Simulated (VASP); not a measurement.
# PbSe in VASP: single point with PBEsol

Aim: the single point of PbSe with PBEsol.

All numbers are computed with VASP 6.6.1; they aren't measurements. Logs are shortened: lines on timing, memory, paths and dates and some standing lists are left out, and cuts for length are marked.

### Step 1. The cell of the first run

The cell holds a slab with vacuum, 4 atoms: a = 4.415 Å, b = 4.415 Å, c = 12.399 Å, α = 100.23°, β = 100.23°, γ = 90.13°.

### Step 2. Single point, PBEsol

Input file INCAR:

```
SYSTEM = PbSe
PREC     = Accurate       ! precision mode
ENCUT    = 520            ! plane-wave cutoff, eV
EDIFF    = 1E-7           ! SCF threshold, eV
ISMEAR   = 0              ! smearing method
SIGMA    = 0.01           ! smearing width, eV
LREAL    = .FALSE.        ! projectors in reciprocal space
LASPH    = .TRUE.         ! aspherical terms in the spheres
NELM     = 80             ! most SCF steps
ALGO     = Normal         ! electronic algorithm
ISIF     = 2              ! what is computed and relaxed
LWAVE    = .FALSE.        ! write WAVECAR
LCHARG   = .TRUE.         ! write CHGCAR
GGA      = PS             ! functional
LELF     = .TRUE.         ! ELF
LVHAR    = .TRUE.       
NBANDS   = 28             ! bands
```

Input file KPOINTS:

```
regular mesh
0
G
  6 6 2
  0 0 0
```

Input file POSCAR:

```
PbSe
1.0
    4.4148899600      0.0000000000      0.0000000000
   -0.0103110200      4.4148779200      0.0000000000
   -2.2022894700     -2.2074389600     12.0007990000
Pb Se
2 2
Direct
    0.8001900000      0.8145460000      0.6176240000
    0.1926960000      0.1931600000      0.3815570000
    0.3001050000      0.3157340000      0.6220350000
    0.6768540000      0.7126680000      0.3768060000
```

Potentials or basis: VASP PAW PBE potentials, release 64 (Pb_d, Se).

Started as:

```
> cat potpaw_PBE.64/Pb_d/POTCAR potpaw_PBE.64/Se/POTCAR > POTCAR
> mpirun -np 1 vasp_std > vasp.out
```

OUTCAR:

```text
SYSTEM = PbSe
   PREC = Accurate
   ENCUT = 520
   EDIFF = 1E-7
   ISMEAR = 0
   LREAL = .FALSE.
   LASPH = .TRUE.
   NELM = 80
   ISIF = 2
   GGA = PS

 ion  position               nearest neighbor table
   1  0.800  0.815  0.618-   4 2.89   3 3.11   3 3.12   3 3.13   3 3.13
   2  0.193  0.193  0.382-   3 2.89   4 3.02   4 3.09   4 3.15   4 3.24
   3  0.300  0.316  0.622-   2 2.89   1 3.11   1 3.12   1 3.13   1 3.13
   4  0.677  0.713  0.377-   1 2.89   2 3.02   2 3.09   2 3.15   2 3.24

  LATTYP: Found a face centered orthorhombic cell.
 ALAT       =     6.2363020042
 B/A-ratio  =     1.0023382438
 C/A-ratio  =     3.8486907760

  Lattice vectors:

 A1 = (  -2.2126004900,   2.2074389600,  12.0007990000)
 A2 = (   2.2022894700,   2.2074389600,  12.0007990000)
 A3 = (  -0.0103110200,   4.4148779200,   0.0000000000)

Analysis of symmetry for initial positions (statically):
=====================================================================
 Subroutine PRICEL returns:
 Original cell was already a primitive cell.

 Routine SETGRP: Setting up the symmetry group for a
 face centered orthorhombic supercell.

 Subroutine GETGRP returns: Found  1 space group operations
 (whereof  1 operations were pure point group operations)
 out of a pool of  8 trial point group operations.

The static configuration has the point symmetry C_1 .

Analysis of symmetry for dynamics (positions and initial velocities):
=====================================================================
 Subroutine PRICEL returns:
 Original cell was already a primitive cell.

 Routine SETGRP: Setting up the symmetry group for a
 face centered orthorhombic supercell.

 Subroutine GETGRP returns: Found  1 space group operations
 (whereof  1 operations were pure point group operations)
 out of a pool of  8 trial point group operations.

The dynamic configuration has the point symmetry C_1 .

 Subroutine INISYM returns: Found  1 space group operations
 (whereof  1 operations are pure point group operations),
 and found     1 'primitive' translations

----------------------------------------------------------------------------------------

                                     Primitive cell

  volume of cell :     233.9100

  direct lattice vectors                    reciprocal lattice vectors
     4.414889960  0.000000000  0.000000000     0.226506212  0.000529009  0.041663893
[... 112 lines left out ...]
   EDIFF  = 0.1E-06   stopping-criterion for ELM
   LREAL  =      F    real-space projection
   EDIFFG = 0.1E-05   stopping-criterion for IOM
   NSW    =      0    number of steps for IOM
   IBRION =     -1    ionic relax: 0-MD 1-quasi-New 2-CG
   NFREE  =      0    steps in history (QN), initial steepest desc. (CG)
   ISIF   =      2    stress and relaxation
   ISYM   =      2    0-nonsym 1-usesym 2-fastsym
   POTIM  = 0.5000    time-step for ionic-motion
   TEBEG  =    0.0;   TEEND  =   0.0 temperature during run
   PSTRESS=    0.0 pullay stress
   NELECT =      40.0000    total number of electrons
   NUPDOWN=      -1.0000    fix difference up-down
   EMIN   =  10.00;   EMAX   =-10.00  energy-range for DOS
   EFERMI =   0.00;   METHOD = LEGACY
   ISMEAR =     0;   SIGMA  =   0.01  broadening in eV -4-tet -1-fermi 0-gaus
   EFERMI_NEDOS =   21; number of points for ismear=-14 and -15
   IALGO  =     38    algorithm
   IMIX   =      4    mixing-type and parameters
     AMIX     =   0.40;   BMIX     =  1.00
     AMIX_MAG =   1.60;   BMIX_MAG =  1.00
  volume/ion in A,a.u.               =      58.48       394.63
  Fermi-wavevector in a.u.,A,eV,Ry     =   0.908682  1.717160 11.234370  0.825703
  Thomas-Fermi vector in A             =   2.032637
   LORBIT       =      0    0 simple, 1 ext, 2 COOP (PROOUT), +10 PAW based schemes
   GGA     = PS    functional components
   LHFCALC =     F    Hartree Fock is set to
   AEXX    =    0.0000 exact exchange contribution
   IVDW    =     0    specifies the selected vdW correction
   LEPSILON=     F    determine dielectric tensor
   LRPA    =     F    only Hartree local field effects (RPA)
 non-spin polarized calculation
 Gauss-broadening in eV      SIGMA  =   0.01
  energy-cutoff  :      520.00
  volume of cell :      233.91
 maximum number of plane-waves:      6336
 NGX is ok and might be reduce to    36
   NGX = 17   NGY = 17   NGZ = 45

 number of electron      40.0000000 magnetization

 Free energy of the ion-electron system (eV)
  ---------------------------------------------------
  ext. energy  EPLUGINS =         0.00000000
  ---------------------------------------------------
  free energy    TOTEN  =       -17.29415696 eV

  energy without entropy =      -17.29415696  energy(sigma->0) =      -17.29415696

 E-fermi :  -0.2200     XC(G=0):  -5.6366

 val. band max:       -0.3284557967   @ k =   0.5000   0.0000   0.0000
 cond. band min:       1.1835911538   @ k =   0.5000   0.0000   0.0000
 fundamental gap:      1.5120469505
 Fermi energy:        -0.2200451851

 k-point     1 :       0.0000    0.0000    0.0000
  band No.  band energies     occupation
      1     -16.6457      2.00000
      2     -16.5614      2.00000
      3     -16.5583      2.00000
      4     -16.5503      2.00000
      5     -16.5500      2.00000
      6     -16.5416      2.00000
[... 733 lines left out ...]
     27       5.6209      0.00000
     28       5.9848      0.00000

 [... further k-points ...]

------------------------ aborting loop because EDIFF is reached ----------------------------------------

  FORCE on cell =-STRESS in cart. coord.  units (eV):
  Direction    XX          YY          ZZ          XY          YZ          ZX
  --------------------------------------------------------------------------------------
  -------------------------------------------------------------------------------------
  Total       -2.2766965     -2.2671058     -2.3727386      0.0138621      0.2029654      0.0379176
  in kB      -15.5943392    -15.5286475    -16.2521844      0.0949488      1.3902213      0.2597182
  external PRESSURE =     -15.7917237 kB  Pullay stress =       0.0000000 kB

 VOLUME and BASIS-vectors are now :
 -----------------------------------------------------------------------------
  energy-cutoff  :      520.00
  volume of cell :      233.91
      direct lattice vectors                 reciprocal lattice vectors
     4.414889960  0.000000000  0.000000000     0.226506212  0.000529009  0.041663893
    -0.010311020  4.414877920  0.000000000     0.000000000  0.226506829  0.041663893
    -2.202289470 -2.207438960 12.000799000     0.000000000  0.000000000  0.083327785

 POSITION                                       TOTAL-FORCE (eV/Angst)
 -----------------------------------------------------------------------------------
      2.16417      2.23275      7.41198         0.014124     -0.000483     -0.454767
      0.00844      0.01051      4.57899        -0.015117      0.003361      0.432453
     -0.04823      0.02082      7.46492        -0.000729      0.069389     -0.357010
      2.15105      2.31457      4.52197         0.001722     -0.072268      0.379324
 -----------------------------------------------------------------------------------
    total drift:                                0.000371      0.000368      0.000316

  FREE ENERGIE OF THE ION-ELECTRON SYSTEM (eV)
  ---------------------------------------------------
  free  energy   TOTEN  =       -17.2941569644 eV

  energy  without entropy=      -17.2941569644  energy(sigma->0) =      -17.29415696
```

stdout:

```text
POSCAR found type information on POSCAR PbSe
 POSCAR found :  2 types and       4 ions
 scaLAPACK will be used
 -----------------------------------------------------------------------------
|                                                                             |
|                                                                             |
|     You enforced a specific xc type in the INCAR file but a different       |
[... 22 lines left out ...]
 -----------------------------------------------------------------------------

 POSCAR, INCAR and KPOINTS ok, starting setup
 FFT: planning ... GRIDC
 FFT: planning ... GRID_SOFT
 FFT: planning ... GRID
 WAVECAR not read
 entering main loop
```

Run time: 13 min. Hardware: 1 thread of AMD EPYC, shared host; peak memory 0.45 GiB.

What came out:

```
Free energy            : -17.2942 eV
Largest force          : 0.455 eV/Å
Band gap on the k mesh : 1.51 eV
```

Forces in eV/Å, atoms in the order of the input:
```
Pb   0.014  0.000 -0.455
Pb  -0.015  0.003  0.432
Se  -0.001  0.069 -0.357
Se   0.002 -0.072  0.379
```

Levels at points of the mesh, in eV from the valence-band top:
```tsv
k point	band 18	band 19	band 20	band 21	band 22	band 23
(0.00, 0.00, 0.00)	-1.28	-1.27	-0.39	2.14	4.04	4.51
(0.50, 0.00, 0.00)	-0.77	-0.04	0.00	1.51	1.56	2.49
(0.00, 0.50, 0.00)	-0.73	-0.04	-0.02	1.53	1.55	2.43
(0.50, 0.50, 0.00)	-2.65	-1.27	-1.26	3.55	3.58	5.13
(0.00, 0.00, 0.50)	-1.28	-1.27	-0.39	2.05	4.51	4.62
(0.50, 0.00, 0.50)	-0.77	-0.04	0.00	1.51	1.56	2.49
(0.00, 0.50, 0.50)	-0.73	-0.04	-0.02	1.53	1.55	2.43
(0.50, 0.50, 0.50)	-2.65	-1.27	-1.26	3.55	3.57	5.13
```

Caveat: there is no dipole correction, which matters where the two faces differ; the PAW data sets were made with another functional, which shifts forces and pressure a little; spin-orbit coupling is left out, which moves the levels of the heavy elements.
